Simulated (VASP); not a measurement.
# SiC (R-3m) in VASP: further runs

SiC is run at these levels: r2SCAN; tasks: single point.

Program: VASP 6.6.1. These are calculated values, not measurements. Logs are shortened: lines on timing, memory, paths and dates and some standing lists are left out, and cuts for length are marked.

### Step 1. The cell of the first run

Symmetry: R-3m, No. 166, trigonal system. Conventional cell: a = 3.114 Å, b = 3.114 Å, c = 16.122 Å, α = 90.00°, β = 90.00°, γ = 120.00°. C (site symmetry 3m) has 1 C at 1.64 Å and 3 Si at 1.92 Å within 2.2 Å. Si (site symmetry 3m) has 3 C at 1.92 Å and 1 Si at 2.40 Å within 2.5 Å.

### Step 2. Single point, r2SCAN (volume changed by +3%)

File POSCAR:

```
SiC
1.0
    1.5568520225      0.8988489343      5.3739161628
   -1.5568520225      0.8988489343      5.3739161628
    0.0000000000     -1.7976978686      5.3739161628
C Si
2 2
Direct
    0.4491910690      0.4491910690      0.4491910690
    0.5508089310      0.5508089310      0.5508089310
    0.9254740593      0.9254740593      0.9254740593
    0.0745259407      0.0745259407      0.0745259407
```

File INCAR.step1:

```
ALGO = Normal ; EDIFF = 1E-4
ENCUT = 520 ; GGA = PE
ISMEAR = 0 ; LASPH = T
LCHARG = F ; LREAL = F
LWAVE = T ; NBANDS = 16
NELM = 80 ; PREC = Accurate
SIGMA = 0.01
```

File INCAR.step2:

```
ALGO = Normal ; EDIFF = 1E-6
ENCUT = 520 ; ISIF = 2
ISMEAR = 0 ; ISTART = 1
LASPH = T ; LCHARG = T
LELF = T ; LMIXTAU = T
LREAL = F ; LVHAR = T
LWAVE = F ; METAGGA = R2SCAN
NBANDS = 16 ; NELM = 80
PREC = Accurate ; SIGMA = 0.01
```

File KPOINTS:

```
k-points
0
Gamma
  8 8 8
```

Potentials or basis: VASP PAW PBE potentials, release 64 (C, Si).

Run with:

```sh
$ cat potpaw_PBE.64/C/POTCAR potpaw_PBE.64/Si/POTCAR > POTCAR
$ cp INCAR.step1 INCAR
$ mpirun -np 1 vasp_std > vasp.out
$ cp INCAR.step2 INCAR
$ mpirun -np 1 vasp_std > vasp.out
```

OUTCAR:

```text
EDIFF = 1E-6
   ENCUT = 520
   ISIF = 2
   ISMEAR = 0
   ISTART = 1
   LASPH = T
   LREAL = F
   METAGGA = R2SCAN
   NELM = 80
   PREC = Accurate

 ion  position               nearest neighbor table
   1  0.449  0.449  0.449-   2 1.64   4 1.92   4 1.92   4 1.92
   2  0.551  0.551  0.551-   1 1.64   3 1.92   3 1.92   3 1.92
   3  0.925  0.925  0.925-   2 1.92   2 1.92   2 1.92   4 2.40
   4  0.075  0.075  0.075-   1 1.92   1 1.92   1 1.92   3 2.40

  LATTYP: Found a trigonal (rhomboedric) cell.
 ALAT       =     5.6666297348
 COS(alpha) =     0.8490354441

  Lattice vectors:

 A1 = (   1.5568520225,   0.8988489343,   5.3739161628)
 A2 = (  -1.5568520225,   0.8988489343,   5.3739161628)
 A3 = (   0.0000000000,  -1.7976978686,   5.3739161628)

Analysis of symmetry for initial positions (statically):
=====================================================================
 Subroutine PRICEL returns:
 Original cell was already a primitive cell.

 Routine SETGRP: Setting up the symmetry group for a
 trigonal (rhombohedral) supercell.

 Subroutine GETGRP returns: Found 12 space group operations
 (whereof 12 operations were pure point group operations)
 out of a pool of 12 trial point group operations.

The static configuration has the point symmetry D_3d.

Analysis of symmetry for dynamics (positions and initial velocities):
=====================================================================
 Subroutine PRICEL returns:
 Original cell was already a primitive cell.

 Routine SETGRP: Setting up the symmetry group for a
 trigonal (rhombohedral) supercell.

 Subroutine GETGRP returns: Found 12 space group operations
 (whereof 12 operations were pure point group operations)
 out of a pool of 12 trial point group operations.

The dynamic configuration has the point symmetry D_3d.

 Subroutine INISYM returns: Found 12 space group operations
 (whereof 12 operations are pure point group operations),
 and found     1 'primitive' translations

----------------------------------------------------------------------------------------

                                     Primitive cell

  volume of cell :      45.1207

  direct lattice vectors                    reciprocal lattice vectors
     1.556852022  0.898848934  5.373916163     0.321160902  0.185422333  0.062028011
[... 85 lines left out ...]
   LNONCOLLINEAR =      F non collinear calculations
   LSORBIT =      F    spin-orbit coupling
   LASPH  =      T    aspherical Exc in radial PAW
   ENCUT  =  520.0 eV  38.22 Ry    6.18 a.u.  10.54 10.54 10.54*2*pi/ulx,y,z
   NELM   =     80;   NELMIN=  2; NELMDL=  0     # of ELM steps
   EDIFF  = 0.1E-05   stopping-criterion for ELM
   LREAL  =      F    real-space projection
   EDIFFG = 0.1E-04   stopping-criterion for IOM
   NSW    =      0    number of steps for IOM
   IBRION =     -1    ionic relax: 0-MD 1-quasi-New 2-CG
   NFREE  =      0    steps in history (QN), initial steepest desc. (CG)
   ISIF   =      2    stress and relaxation
   ISYM   =      2    0-nonsym 1-usesym 2-fastsym
   POTIM  = 0.5000    time-step for ionic-motion
   TEBEG  =    0.0;   TEEND  =   0.0 temperature during run
   PSTRESS=    0.0 pullay stress
   NELECT =      16.0000    total number of electrons
   NUPDOWN=      -1.0000    fix difference up-down
   EMIN   =  10.00;   EMAX   =-10.00  energy-range for DOS
   EFERMI =   0.00;   METHOD = LEGACY
   ISMEAR =     0;   SIGMA  =   0.01  broadening in eV -4-tet -1-fermi 0-gaus
   EFERMI_NEDOS =   21; number of points for ismear=-14 and -15
   IALGO  =     38    algorithm
   IMIX   =      4    mixing-type and parameters
     AMIX     =   0.40;   BMIX     =  1.00
     AMIX_MAG =   1.60;   BMIX_MAG =  1.00
  volume/ion in A,a.u.               =      11.28        76.12
  Fermi-wavevector in a.u.,A,eV,Ry     =   1.158749  2.189718 18.268537  1.342700
  Thomas-Fermi vector in A             =   2.295348
   LORBIT       =      0    0 simple, 1 ext, 2 COOP (PROOUT), +10 PAW based schemes
   METAGGA = R2SCAN    functional components
   LHFCALC =     F    Hartree Fock is set to
   AEXX    =    0.0000 exact exchange contribution
   IVDW    =     0    specifies the selected vdW correction
   LEPSILON=     F    determine dielectric tensor
   LRPA    =     F    only Hartree local field effects (RPA)
 non-spin polarized calculation
 Gauss-broadening in eV      SIGMA  =   0.01
  energy-cutoff  :      520.00
  volume of cell :       45.12
 maximum number of plane-waves:      1237
   NGX = 21   NGY = 21   NGZ = 21

 number of electron      16.0000000 magnetization

 Free energy of the ion-electron system (eV)
  ---------------------------------------------------
  ext. energy  EPLUGINS =         0.00000000
  ---------------------------------------------------
  free energy    TOTEN  =       -37.10139086 eV

  energy without entropy =      -37.10139086  energy(sigma->0) =      -37.10139086

 E-fermi :   8.1346     XC(G=0): -11.5459

 val. band max:        8.0454766474   @ k =   0.0000   0.0000   0.0000
 cond. band min:       8.7866831084   @ k =   0.5000   0.5000   0.0000
 fundamental gap:      0.7412064610
 Fermi energy:         8.1346156344

 k-point     1 :       0.0000    0.0000    0.0000
  band No.  band energies     occupation
      1      -9.0232      2.00000
      2      -5.0845      2.00000
      3      -1.6453      2.00000
      4       5.3898      2.00000
      5       5.3898      2.00000
      6       7.0980      2.00000
[... 433 lines left out ...]
      3      -0.1288      2.00000
      4       2.0766      2.00000
      5       4.4989      2.00000
      6       4.5603      2.00000
[... 8 lines left out ...]
     15      17.5792      0.00000
     16      18.1969      0.00000

 [... further k-points ...]
[... 5 lines left out ...]
  --------------------------------------------------------------------------------------
  -------------------------------------------------------------------------------------
  Total       -1.6595234     -1.6595234     -1.7071571      0.0000000      0.0000000      0.0000000
  in kB      -58.9274699    -58.9274699    -60.6188773      0.0000000      0.0000000      0.0000000
  external PRESSURE =     -59.4912723 kB  Pullay stress =       0.0000000 kB

 VOLUME and BASIS-vectors are now :
 -----------------------------------------------------------------------------
  energy-cutoff  :      520.00
  volume of cell :       45.12
      direct lattice vectors                 reciprocal lattice vectors
     1.556852022  0.898848934  5.373916163     0.321160902  0.185422333  0.062028011
    -1.556852022  0.898848934  5.373916163    -0.321160902  0.185422333  0.062028011
     0.000000000 -1.797697869  5.373916163     0.000000000 -0.370844667  0.062028011

 POSITION                                       TOTAL-FORCE (eV/Angst)
 -----------------------------------------------------------------------------------
      0.00000      0.00000      7.24175         0.000000     -0.000000     -0.017831
      0.00000      0.00000      8.88000         0.000000     -0.000000      0.017831
      0.00000      0.00000     14.92026         0.000000     -0.000000     -0.122849
      0.00000      0.00000      1.20149         0.000000      0.000000      0.122849
 -----------------------------------------------------------------------------------
    total drift:                               -0.000000     -0.000000      0.000000

  FREE ENERGIE OF THE ION-ELECTRON SYSTEM (eV)
  ---------------------------------------------------
  free  energy   TOTEN  =       -37.1013908561 eV

  energy  without entropy=      -37.1013908561  energy(sigma->0) =      -37.10139086
```

OUTCAR.step1:

```text
EDIFF = 1E-4
   ENCUT = 520
   GGA = PE
   ISMEAR = 0
[... 685 lines left out ...]
      0.00000      0.00000      7.24175         0.000000      0.000000      0.236830
      0.00000      0.00000      8.88000         0.000000     -0.000000     -0.236830
      0.00000      0.00000     14.92026         0.000000      0.000000     -0.001526
      0.00000      0.00000      1.20149         0.000000      0.000000      0.001526
 -----------------------------------------------------------------------------------
    total drift:                               -0.000000     -0.000000      0.000000

  FREE ENERGIE OF THE ION-ELECTRON SYSTEM (eV)
  ---------------------------------------------------
  free  energy   TOTEN  =       -28.7817700307 eV

  energy  without entropy=      -28.7817700307  energy(sigma->0) =      -28.78177003
```

Run time: 6 min. Hardware: 1 thread of Intel Xeon 6975P-C, shared host; peak memory 0.29 GiB.

Results:

- Free energy: -37.1014 eV
- Pressure: -5.9 GPa
- Largest force: 0.123 eV/Å
- Band gap on the k mesh: 0.74 eV, indirect (least direct gap 2.14 eV)

Forces on the atoms (eV/Å):
```
C    0.000  0.000 -0.018
C    0.000  0.000  0.018
Si   0.000  0.000 -0.123
Si   0.000  0.000  0.123
```

Stress tensor (GPa, compression positive):
```
-5.89  0.00  0.00
 0.00 -5.89  0.00
 0.00  0.00 -6.06
```

Caveat: the PAW data sets were made with another functional, which shifts forces and pressure a little. A k mesh can miss the band edges.

### Step 3. Single point, r2SCAN (volume changed by +6%)

File POSCAR:

```
SiC
1.0
    1.5718226719      0.9074922427      5.4255916036
   -1.5718226719      0.9074922427      5.4255916036
    0.0000000000     -1.8149844855      5.4255916036
C Si
2 2
Direct
    0.4491910690      0.4491910690      0.4491910690
    0.5508089310      0.5508089310      0.5508089310
    0.9254740593      0.9254740593      0.9254740593
    0.0745259407      0.0745259407      0.0745259407
```

File INCAR.step1:

```
SYSTEM = SiC
ALGO = Normal
EDIFF = 1E-4
ENCUT = 520
GGA = PE
ISMEAR = 0
LASPH = .TRUE.
LCHARG = .FALSE.
LREAL = .FALSE.
LWAVE = .TRUE.
NBANDS = 16
NELM = 60
PREC = Accurate
SIGMA = 0.01
```

File INCAR.step2:

```
SYSTEM = SiC
ALGO = Normal
EDIFF = 1E-6
ENCUT = 520
ISIF = 2
ISMEAR = 0
ISTART = 1
LASPH = .TRUE.
LCHARG = .TRUE.
LELF = .TRUE.
LMIXTAU = .TRUE.
LREAL = .FALSE.
LVHAR = .TRUE.
LWAVE = .FALSE.
METAGGA = R2SCAN
NBANDS = 16
NELM = 60
PREC = Accurate
SIGMA = 0.01
```

File KPOINTS:

```
k-points
0
G
  8 8 8
  0 0 0
```

Potentials or basis: VASP PAW PBE potentials, release 64 (C, Si).

Run with:

```sh
$ cat potpaw_PBE.64/C/POTCAR potpaw_PBE.64/Si/POTCAR > POTCAR
$ cp INCAR.step1 INCAR
$ mpirun -np 1 vasp_std > vasp.out
$ cp INCAR.step2 INCAR
$ mpirun -np 1 vasp_std > vasp.out
```

It took 8.2 min on 1 thread of Intel Xeon 6975P-C, shared host; peak memory 0.37 GiB.

It converged, with:

| Property | Result |
| --- | --- |
| Free energy | -37.0320 eV |
| Pressure | -10.9 GPa |
| Largest force | 0.241 eV/Å |
| Band gap on the k mesh | 0.78 eV, indirect (least direct gap 2.16 eV) |

Forces on the atoms (eV/Å):
```
C    0.000  0.000  0.000
C    0.000  0.000  0.000
Si   0.000  0.000 -0.241
Si   0.000  0.000  0.241
```

Stress tensor (GPa, compression positive):
```
-10.85   0.00   0.00
  0.00 -10.85   0.00
  0.00   0.00 -11.11
```

Levels at points of the mesh, in eV from the valence-band top:
| k point | band 4 | band 5 | band 6 | band 7 | band 8 | band 9 | band 10 | band 11 | band 12 | band 13 |
| --- | --- | --- | --- | --- | --- | --- | --- | --- | --- | --- |
| (0.00, 0.00, 0.00) | -2.58 | -2.58 | -0.92 | 0.00 | 0.00 | 3.65 | 3.75 | 6.16 | 6.16 | 6.34 |
| (0.50, 0.00, 0.00) | -6.89 | -5.51 | -4.15 | -3.97 | -2.00 | 2.37 | 4.20 | 4.62 | 6.98 | 7.73 |
| (0.50, 0.50, 0.00) | -8.50 | -4.78 | -4.35 | -1.51 | -1.38 | 0.78 | 2.34 | 4.29 | 6.01 | 6.01 |
| (0.50, 0.50, 0.50) | -4.98 | -2.57 | -2.57 | -0.08 | -0.08 | 3.67 | 5.73 | 5.92 | 5.92 | 7.50 |

Caveat: the PAW data sets were made with another functional, which shifts forces and pressure a little. A k mesh can miss the band edges.
